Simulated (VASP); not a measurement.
# MgO (Cm) in VASP: notebook, part 2 of 2

VASP 6.6.1. The steps go on from the part before.

**5. Single point, LDA (atom 1 (Mg) moved by -0.312 Å along [1 1 0] and -0.208 Å along [0 0 1])**

INCAR

```
PREC = Accurate ; ENCUT = 520
EDIFF = 1E-7 ; ISMEAR = 0
SIGMA = 0.05 ; LREAL = False
LASPH = True ; NELM = 100
ALGO = Normal ; ISIF = 2
LWAVE = False ; LCHARG = True
LELF = True ; LVHAR = True
NBANDS = 26
```

KPOINTS

```
Automatic mesh
0
Gamma
  6 6 6
```

POSCAR

```
MgO
1.0
    4.1607146133      0.0000000000      0.0000000000
    0.0000000000     -4.1607146133      0.0000000000
    0.0000000000      0.0000000000     -4.1607146133
Mg O
4 4
Direct
   -0.0530239000      1.0530239000      1.0499914124
    0.5000000000      0.5000000000      1.0000000000
    0.5000000000      1.0000000000      0.5000000000
    0.0000000000      0.5000000000      0.5000000000
    0.5000000000      0.0000000000      0.0000000000
    0.0000000000      0.5000000000      0.0000000000
    0.0000000000      0.0000000000      0.5000000000
    0.5000000000      0.5000000000      0.5000000000
```

Potentials or basis: VASP PAW LDA potentials, release 64 (Mg, O).

On the command line:

```bash
$ cat potpaw_LDA.64/Mg/POTCAR potpaw_LDA.64/O/POTCAR > POTCAR
$ mpirun -np 1 vasp_std > vasp.out
```

OUTCAR:

```text
PREC = Accurate
   ENCUT = 520
   EDIFF = 1E-7
   ISMEAR = 0
   LREAL = False
   LASPH = True
   NELM = 100
   ISIF = 2

 ion  position               nearest neighbor table
   1  0.947  0.053  0.050-   5 1.88   6 1.88   7 1.90   7 2.31   5 2.32   6 2.32   2 2.64   4 2.65
                             3 2.65   3 2.96   4 2.96   2 2.97   2 2.97   4 2.97   3 2.97   3 3.25
   2  0.500  0.500  0.000-   5 2.08   6 2.08   8 2.08   8 2.08   5 2.08   6 2.08   1 2.64   4 2.94
                             4 2.94   3 2.94   3 2.94   3 2.94   4 2.94   3 2.94   4 2.94   1 2.97
   3  0.500  0.000  0.500-   5 2.08   7 2.08   8 2.08   5 2.08   8 2.08   7 2.08   1 2.65   4 2.94
                             2 2.94   4 2.94   2 2.94   2 2.94   4 2.94   2 2.94   4 2.94   1 2.96
   4  0.000  0.500  0.500-   6 2.08   7 2.08   8 2.08   6 2.08   7 2.08   8 2.08   1 2.65   3 2.94
                             3 2.94   2 2.94   2 2.94   3 2.94   2 2.94   2 2.94   3 2.94   1 2.96
   5  0.500  0.000  0.000-   1 1.88   2 2.08   3 2.08   3 2.08   2 2.08   1 2.32
   6  0.000  0.500  0.000-   1 1.88   2 2.08   4 2.08   4 2.08   2 2.08   1 2.32
   7  0.000  0.000  0.500-   1 1.90   3 2.08   4 2.08   4 2.08   3 2.08   1 2.31
   8  0.500  0.500  0.500-   2 2.08   3 2.08   4 2.08   2 2.08   3 2.08   4 2.08

  LATTYP: Found a simple cubic cell.
 ALAT       =     4.1607146133

  Lattice vectors:

 A1 = (   4.1607146133,   0.0000000000,   0.0000000000)
 A2 = (   0.0000000000,  -4.1607146133,   0.0000000000)
 A3 = (   0.0000000000,   0.0000000000,  -4.1607146133)

Analysis of symmetry for initial positions (statically):
=====================================================================
 Subroutine PRICEL returns:
 Original cell was already a primitive cell.

 Routine SETGRP: Setting up the symmetry group for a
 simple cubic supercell.

 Subroutine GETGRP returns: Found  2 space group operations
 (whereof  2 operations were pure point group operations)
 out of a pool of 48 trial point group operations.

The static configuration has the point symmetry C_1h.

Analysis of symmetry for dynamics (positions and initial velocities):
=====================================================================
 Subroutine PRICEL returns:
[... 150 lines left out ...]
   LEPSILON=     F    determine dielectric tensor
   LRPA    =     F    only Hartree local field effects (RPA)
 non-spin polarized calculation
 Gauss-broadening in eV      SIGMA  =   0.05
  energy-cutoff  :      520.00
  volume of cell :       72.03
 maximum number of plane-waves:      1956
   NGX = 15   NGY = 15   NGZ = 15

 number of electron      32.0000014 magnetization

 Free energy of the ion-electron system (eV)
  ---------------------------------------------------
  ext. energy  EPLUGINS =         0.00000000
  ---------------------------------------------------
  free energy    TOTEN  =       -53.01632086 eV

  energy without entropy =      -53.01632086  energy(sigma->0) =      -53.01632086

 E-fermi :   3.3798     XC(G=0): -11.7540

 val. band max:        3.1570087412   @ k =   0.0000   0.0000   0.0000
 cond. band min:       8.1351740451   @ k =   0.0000   0.0000   0.0000
 fundamental gap:      4.9781653039
 Fermi energy:         3.3797920724

 k-point     1 :       0.0000    0.0000    0.0000
  band No.  band energies     occupation
      1     -14.0657      2.00000
      2     -12.3568      2.00000
      3     -12.3376      2.00000
      4     -12.3270      2.00000
      5      -1.1846      2.00000
      6      -1.1225      2.00000
[... 685 lines left out ...]
     25      15.7398      0.00000
     26      16.5828      0.00000

 [... further k-points ...]

------------------------ aborting loop because EDIFF is reached ----------------------------------------

  FORCE on cell =-STRESS in cart. coord.  units (eV):
  Direction    XX          YY          ZZ          XY          YZ          ZX
  --------------------------------------------------------------------------------------
  -------------------------------------------------------------------------------------
  Total        1.2824664      1.2824664      1.0415446     -0.1882904     -0.1688483     -0.1688483
  in kB       28.5267833     28.5267833     23.1677943     -4.1882722     -3.7558093     -3.7558093
  external PRESSURE =      26.7404536 kB  Pullay stress =       0.0000000 kB

 VOLUME and BASIS-vectors are now :
 -----------------------------------------------------------------------------
  energy-cutoff  :      520.00
  volume of cell :       72.03
      direct lattice vectors                 reciprocal lattice vectors
     4.160714613  0.000000000  0.000000000     0.240343329  0.000000000  0.000000000
     0.000000000 -4.160714613  0.000000000     0.000000000 -0.240343329  0.000000000
     0.000000000  0.000000000 -4.160714613     0.000000000  0.000000000 -0.240343329

 POSITION                                       TOTAL-FORCE (eV/Angst)
 -----------------------------------------------------------------------------------
      3.94010     -0.22062     -0.20800         2.442315      2.442315      2.228282
      2.08036     -2.08036      0.00000        -0.663877     -0.663877      0.202062
      2.08036      0.00000     -2.08036        -0.653671      0.211637     -0.623649
      0.00000     -2.08036     -2.08036         0.211637     -0.653671     -0.623649
      2.08036      0.00000      0.00000        -0.908773     -0.244716     -0.229685
      0.00000     -2.08036      0.00000        -0.244716     -0.908773     -0.229685
      0.00000      0.00000     -2.08036        -0.258740     -0.258740     -0.796213
      2.08036     -2.08036     -2.08036         0.075825      0.075825      0.072537
 -----------------------------------------------------------------------------------
    total drift:                                0.000256      0.000256      0.000222

  FREE ENERGIE OF THE ION-ELECTRON SYSTEM (eV)
  ---------------------------------------------------
  free  energy   TOTEN  =       -53.0163208628 eV

  energy  without entropy=      -53.0163208628  energy(sigma->0) =      -53.01632086
```

OSZICAR:

```text
N       E                     dE             d eps       ncg     rms          rms(c)
DAV:   1     0.133677694665E+03    0.13368E+03   -0.15884E+04  3592   0.113E+03
DAV:   2    -0.509005809614E+02   -0.18458E+03   -0.17671E+03  4642   0.248E+02
DAV:   3    -0.595169253575E+02   -0.86163E+01   -0.85809E+01  4580   0.525E+01
DAV:   4    -0.595615385332E+02   -0.44613E-01   -0.44594E-01  4060   0.439E+00
DAV:   5    -0.595617260551E+02   -0.18752E-03   -0.18749E-03  4152   0.285E-01    0.144E+01
DAV:   6    -0.532651522865E+02    0.62966E+01   -0.19737E+01  3738   0.276E+01    0.437E+00
DAV:   7    -0.531196684753E+02    0.14548E+00   -0.34151E-01  3624   0.408E+00    0.265E+00
DAV:   8    -0.530196503485E+02    0.10002E+00   -0.13752E-01  3938   0.320E+00    0.534E-01
DAV:   9    -0.530163719619E+02    0.32784E-02   -0.10207E-02  4292   0.726E-01    0.127E-01
DAV:  10    -0.530163264943E+02    0.45468E-04   -0.64466E-04  4046   0.171E-01    0.400E-02
DAV:  11    -0.530163221142E+02    0.43800E-05   -0.66734E-05  4132   0.598E-02    0.113E-02
DAV:  12    -0.530163219301E+02    0.18415E-06   -0.81254E-06  3992   0.251E-02    0.102E-02
DAV:  13    -0.530163209182E+02    0.10119E-05   -0.38999E-06  3944   0.139E-02    0.214E-03
DAV:  14    -0.530163208628E+02    0.55425E-07   -0.18573E-07  3360   0.461E-03
   1 F= -.53016321E+02 E0= -.53016321E+02  d E =-.311826E-12
```

Run time: 84 s. Hardware: 1 thread of AMD EPYC 7R13 (Zen 3), shared host; peak memory 0.19 GiB.

Results:

| Item | Value |
| --- | --- |
| Free energy | -53.0163 eV |
| Pressure | 2.7 GPa |
| Largest force | 4.110 eV/Å |
| Band gap on the k mesh | 4.98 eV |

Forces in eV/Å, atoms in the order of the input:
```
Mg   2.442  2.442  2.228
Mg  -0.664 -0.664  0.202
Mg  -0.654  0.212 -0.624
Mg   0.212 -0.654 -0.624
O   -0.909 -0.245 -0.230
O   -0.245 -0.909 -0.230
O   -0.259 -0.259 -0.796
O    0.076  0.076  0.073
```

Caveat: the cell differs from its parent crystal (atom 1 (Mg) moved by -0.312 Å along [1 1 0] and -0.208 Å along [0 0 1]); forces of over 1 eV/Å act on the atoms, so gaps and moduli don't describe the material at rest.

**6. Single point, LDA (atom 1 (Mg) moved by -0.520 Å along [1 1 0] and -0.208 Å along [0 0 1])**

INCAR

```
SYSTEM = MgO
PREC = Accurate ; ENCUT = 520
EDIFF = 1E-7 ; ISMEAR = 0
SIGMA = 0.05 ; LREAL = .False.
LASPH = .True. ; NELM = 100
ALGO = Normal ; ISIF = 2
LWAVE = .False. ; LCHARG = .True.
LELF = .True. ; LVHAR = .True.
NBANDS = 26
```

KPOINTS

```
Automatic mesh
0
Gamma
  6 6 6
  0 0 0
```

Edit POSCAR of step 5 so:

```diff
@@ -8,3 +8,3 @@
 Direct
-   -0.0530239000      1.0530239000      1.0499914124
+   -0.0883731667      1.0883731667      1.0499914124
     0.5000000000      0.5000000000      1.0000000000
```

Potentials or basis: VASP PAW LDA potentials, release 64 (Mg, O).

On the command line:

```bash
$ cat potpaw_LDA.64/Mg/POTCAR potpaw_LDA.64/O/POTCAR > POTCAR
$ mpirun -np 1 vasp_std > vasp.out
```

Wall time 92 s (1 thread of AMD EPYC 7R13 (Zen 3), shared host); peak memory 0.19 GiB.

Results (log left out):

| Item | Value |
| --- | --- |
| Free energy | -51.9752 eV |
| Pressure | 8.3 GPa |
| Largest force | 6.874 eV/Å |
| Band gap on the k mesh | 4.91 eV |

Forces in eV/Å, atoms in the order of the input:
```
Mg   4.749  4.749  1.465
Mg  -1.345 -1.345  0.274
Mg  -1.046  0.389 -0.713
Mg   0.389 -1.046 -0.713
O   -2.348 -0.061 -0.015
O   -0.061 -2.348 -0.015
O   -0.489 -0.489 -0.393
O    0.152  0.152  0.108
```

Stress tensor (GPa, compression positive):
```
11.24 -2.46 -0.90
-2.46 11.24 -0.90
-0.90 -0.90  2.28
```

Levels at points of the mesh, in eV from the valence-band top:
| k point | band 12 | band 13 | band 14 | band 15 | band 16 | band 17 | band 18 | band 19 | band 20 | band 21 |
| --- | --- | --- | --- | --- | --- | --- | --- | --- | --- | --- |
| (0.00, 0.00, 0.00) | -1.38 | -1.37 | -0.13 | -0.11 | 0.00 | 4.91 | 8.51 | 8.98 | 9.11 | 9.80 |
| (0.50, 0.00, 0.00) | -1.77 | -0.95 | -0.93 | -0.78 | -0.66 | 7.93 | 8.38 | 10.20 | 11.06 | 11.33 |
| (0.00, 0.00, 0.50) | -1.73 | -0.94 | -0.84 | -0.80 | -0.74 | 8.10 | 8.34 | 10.27 | 10.83 | 11.47 |
| (0.50, 0.50, 0.00) | -1.79 | -0.97 | -0.78 | -0.73 | -0.46 | 9.01 | 9.57 | 9.66 | 9.97 | 10.89 |
| (0.00, 0.50, 0.50) | -1.86 | -0.89 | -0.85 | -0.78 | -0.42 | 9.11 | 9.47 | 9.71 | 9.90 | 11.08 |
| (0.50, 0.50, 0.50) | -0.85 | -0.78 | -0.70 | -0.45 | -0.39 | 7.58 | 7.95 | 7.98 | 8.11 | 12.08 |

Caveat: the cell differs from its parent crystal (atom 1 (Mg) moved by -0.520 Å along [1 1 0] and -0.208 Å along [0 0 1]); the cell stands under pressure; forces of over 1 eV/Å act on the atoms, so gaps and moduli don't describe the material at rest.

**7. The runs side by side**

| cell | gap on the mesh (eV) | pressure (GPa) | largest force (eV/Å) |
| --- | --- | --- | --- |
| as given, atomic positions A | 5.01 | 0.0 | 2.54 |
| as given, atomic positions B | 4.98 | 3.0 | 4.92 |
| as given, atomic positions C | 4.93 | 6.6 | 5.72 |
| as given, atomic positions D | 4.98 | 2.7 | 4.11 |
| as given, atomic positions E | 4.91 | 8.3 | 6.87 |

Alike in all rows: task single point; level LDA; potentials or basis VASP PAW LDA potentials, release 64 (Mg, O); no spin polarisation; k mesh 6 × 6 × 6; cutoff (eV) 520; smearing gaussian 0.05 eV.

Caveats: forces of over 1 eV/Å act on the atoms, so gaps and moduli don't describe the material at rest; the cell stands under pressure (at least some runs).

Total energies depend on the potentials used, so only differences within one code and one set of settings carry meaning.
